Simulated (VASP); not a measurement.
A run of VASP 6.6.1 is set up as follows.

The input INCAR:

```
SYSTEM = Y2C5
  PREC = Accurate
  ENCUT = 600
  EDIFF = 1E-6
  ISMEAR = 0
  SIGMA = 0.1
  LREAL = .FALSE.
  LASPH = .TRUE.
  NELM = 80
  ALGO = Normal
  ISIF = 3
  LWAVE = .FALSE.
  LCHARG = .FALSE.
  GGA = PE
  IBRION = 2
  NSW = 90
  EDIFFG = -0.04
```

Contents of KPOINTS:

```
regular mesh
0
G
  4 4 4
  0 0 0
```

Contents of POSCAR:

```
Y2C5
1.0
    0.0000000000      3.9557406900      3.9557406900
    3.9557406900      0.0000000000      3.9557406900
    3.9557406900      3.9557406900      0.0000000000
Y C
2 5
Direct
    0.7500000000      0.7500000000      0.7500000000
    0.0000000000      0.0000000000      0.0000000000
    0.1546128600      0.1546128600      0.1546128600
    0.1546128600      0.1546128600      0.5361614100
    0.1546128600      0.5361614100      0.1546128600
    0.5361614100      0.1546128600      0.1546128600
    0.5000000000      0.5000000000      0.5000000000
```

Potentials or basis: VASP PAW PBE potentials, release 64 (Y_sv, C).

Command:

```console
$ cat potpaw_PBE.64/Y_sv/POTCAR potpaw_PBE.64/C/POTCAR > POTCAR
$ mpirun -np 1 vasp_std > vasp.out
```

Task: What does it give for the space group after relaxing (to 0.05 Å)?

Result: F-43m (No. 216).

Task: Estimate the relaxed volume.

Result: 14.40 Å³/atom.

The path:
| step | energy change (eV) | largest force (eV/Å) | pressure (GPa) | volume (Å³) |
| --- | --- | --- | --- | --- |
| 1 | 0.0000 | 7.1826 | -10.74 | 123.80 |
| 2 | -8.0416 | 3.0777 | 1.00 | 103.75 |
| 3 | -8.1840 | 0.6229 | -4.79 | 105.83 |
| 4 | -8.2062 | 0.1515 | -3.60 | 105.32 |
| 5 | -8.2019 | 0.7301 | -2.70 | 104.97 |
| 6 | -8.2017 | 1.5118 | -1.97 | 101.23 |
| 7 | -8.2431 | 0.4094 | -2.09 | 103.09 |
| 8 | -8.2496 | 0.4061 | 2.11 | 99.03 |
| 9 | -8.2622 | 0.0470 | 0.08 | 100.73 |
| 10 | -8.2622 | 0.0263 | -0.03 | 100.83 |

Caveat: the volume moved by over 15 % at a fixed basis, so the end points are rough.
